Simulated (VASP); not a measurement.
A run of VASP 6.6.1 is set up as follows.

The input INCAR:

```
SYSTEM = Ca2Ge2N
PREC = Accurate
ENCUT = 600
EDIFF = 1E-6
ISMEAR = 0
SIGMA = 0.1
LREAL = .False.
LASPH = .True.
NELM = 80
ALGO = Normal
ISIF = 3
LWAVE = .False.
LCHARG = .False.
GGA = PE
IBRION = 2
NSW = 90
EDIFFG = -0.04
```

File KPOINTS:

```
Automatic mesh
0
Gamma
  4 4 4
  0 0 0
```

The input POSCAR:

```
Ca2Ge2N
1.0
    3.9541064000      0.0000000000      0.0000000000
    0.0000000000      3.9541064000      0.0000000000
    0.0000000000      0.0000000000      6.6076472600
Ca Ge N
2 2 1
Direct
    0.0000000000      0.5000000000      0.5000000000
    0.5000000000      0.0000000000      0.5000000000
    0.5000000000      0.5000000000      0.2588269100
    0.5000000000      0.5000000000      0.7411730900
    0.0000000000      0.0000000000      0.0000000000
```

Potentials or basis: VASP PAW PBE potentials, release 64 (Ca_sv, Ge_d, N).

Command:

```sh
$ cat potpaw_PBE.64/Ca_sv/POTCAR potpaw_PBE.64/Ge_d/POTCAR potpaw_PBE.64/N/POTCAR > POTCAR
$ mpirun -np 1 vasp_std > vasp.out
```

Task: Estimate the relaxed volume.

Result: 27.46 Å³/atom.

Task: Estimate the space group after relaxing (to 0.05 Å).

Result: P4/mmm (No. 123).

Task: Predict the relaxed cell.

Result: a = 5.351 Å, b = 5.351 Å, c = 4.796 Å, α = 90.00°, β = 90.00°, γ = 90.00°.

Final structure:
```
CELL_PARAMETERS angstrom
5.35059 0.00000 0.00000
0.00000 5.35059 0.00000
0.00000 0.00000 4.79557
ATOMIC_POSITIONS crystal
Ca 0.00000 0.50000 0.50000
Ca 0.50000 0.00000 0.50000
Ge 0.50000 0.50000 0.24619
Ge 0.50000 0.50000 0.75381
N 0.00000 0.00000 0.00000
```

Caveat: the k points lie up to 0.33 Å⁻¹ apart in the final cell; the volume moved by over 15 % at a fixed basis, so the end points are rough.
